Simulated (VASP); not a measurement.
Write the native input for VASP 6.6.1 that does the following.

* Task: single point
* Functional: PBEsol
* Potentials or basis: VASP PAW PBE potentials, release 64 (Sc_sv)
* Cutoff: 520 eV
* k mesh: 15 × 15 × 10
* Occupations: gaussian, width 0.15 eV
* Spin: no spin polarisation
* Dipole correction: no
* Further INCAR settings: ALGO = Fast; EDIFF = 1e-07; NBANDS = 18

The structure of Sc lies in POSCAR:

```
Sc
1.0
    3.2769240353      0.0000000000      0.0000000000
   -1.6384620176      2.8378994608      0.0000000000
    0.0000000000      0.0000000000      5.2094000000
Sc
2
Direct
    0.3333333333      0.6666666667      0.2500000000
    0.6666666667      0.3333333333      0.7500000000
```

One way to write it, as run:

INCAR

```
PREC = Accurate
ENCUT = 520
EDIFF = 1E-7
ISMEAR = 0
SIGMA = 0.15
LREAL = False
LASPH = True
NELM = 80
ALGO = Fast
ISIF = 2
LWAVE = False
LCHARG = False
GGA = PS
NBANDS = 18
```

KPOINTS

```
regular mesh
0
Gamma
  15 15 10
```

Potentials or basis: VASP PAW PBE potentials, release 64 (Sc_sv).

Launch:

```bash
$ cat potpaw_PBE.64/Sc_sv/POTCAR > POTCAR
$ mpirun -np 1 vasp_std > vasp.out
```

Results of the run:

The pressure is -1.2 GPa and the band gap on the k mesh is zero (band 11 reaches 4.59 eV, above the bottom of band 12 at 3.18 eV).

Caveat: the PAW data sets were made with another functional, which shifts forces and pressure a little.

Wall time 110 s on 1 thread of Intel(R) Xeon(R) Platinum 8488C (Sapphire Rapids) (shared host), peak memory 0.23 GiB.
